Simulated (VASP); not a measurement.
**Hf: electric field gradients with PBEsol**

Crystal: Hf.

```
Hf
1.0
     3.19238    0.00000    0.00000
    -1.59619    2.76469    0.00000
     0.00000    0.00000    5.04504
Hf
2
Direct
  0.33333 0.66667 0.25000
  0.66667 0.33333 0.75000
```

* Program: VASP 6.6.1
* Task: electric field gradients
* Functional: PBEsol
* Potentials or basis: VASP PAW PBE potentials, release 64 (Hf_pv)
* Cutoff: 520 eV
* k mesh: 12 × 12 × 7
* Occupations: fermi-dirac, width 0.05 eV
* Spin: no spin polarisation
* Dipole correction: no
* Further INCAR settings: ALGO = Normal; EDIFF = 1e-08; NBANDS = 17

```yaml
Pressure: -3.6 GPa
Band_gap_on_the_k_mesh: zero (band 10 reaches 5.96 eV, above the bottom of band 11 at 4.49 eV)
```

Levels at points of the mesh, in eV from the Fermi level:
| k point | band 6 | band 7 | band 8 | band 9 | band 10 | band 11 | band 12 | band 13 | band 14 | band 15 |
| --- | --- | --- | --- | --- | --- | --- | --- | --- | --- | --- |
| (0.00, 0.00, 0.00) | -30.14 | -7.41 | -3.73 | 0.69 | 1.16 | 1.16 | 1.45 | 1.99 | 1.99 | 2.61 |
| (0.50, 0.00, 0.00) | -30.23 | -3.37 | -2.77 | -2.25 | -0.79 | 0.76 | 0.87 | 1.68 | 5.90 | 6.42 |

Electric field gradients, principal values (V/Å²):
```csv
atom,least,middle,greatest (by size)
1 Hf,-42.629,-42.630,85.258
2 Hf,-42.629,-42.630,85.258
```

Run time: 19 s on 1 thread of Intel(R) Xeon(R) Platinum 8559C (Emerald Rapids), on a shared host, peak memory 0.19 GiB.

Caveat: without QUAD_EFG the Cq values of the log hold for a quadrupole moment of 1 mb, not for the nuclei; the PAW data sets were made with another functional, which shifts forces and pressure a little; spin-orbit coupling is left out, which moves the levels of the heavy elements.
